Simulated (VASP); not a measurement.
The system is Zn.

```
Zn
1.0
    -1.56003    1.56003    1.56003
     1.56003   -1.56003    1.56003
     1.56003    1.56003   -1.56003
Zn
1
Direct
  0.00000 0.00000 0.00000
```

Base run:

```yaml
Program: VASP 6.6.1
Functional: r2SCAN
Potentials_or_basis: VASP PAW PBE potentials, release 64 (Zn)
Cutoff: 520 eV
k_mesh: 18 × 18 × 18
Occupations: gaussian, width 0.05 eV
Spin: no spin polarisation
```

Its results: band gap on the k mesh zero (band 6 reaches 7.58 eV, above the bottom of band 7 at 2.18 eV); pressure -3.2 GPa.

Question: The run is repeated on the same cell with these changes: functional from r2SCAN to PBE; k mesh from 18 × 18 × 18 to 8 × 8 × 8. What comes out?

Answer: Band gap on the k mesh zero (band 6 reaches 7.42 eV, above the bottom of band 7 at 2.24 eV); pressure 0.4 GPa.

Several settings changed at once, so the effect can't be laid on one alone.

Caveats: the PAW data sets were made with another functional, which shifts forces and pressure a little (some runs).
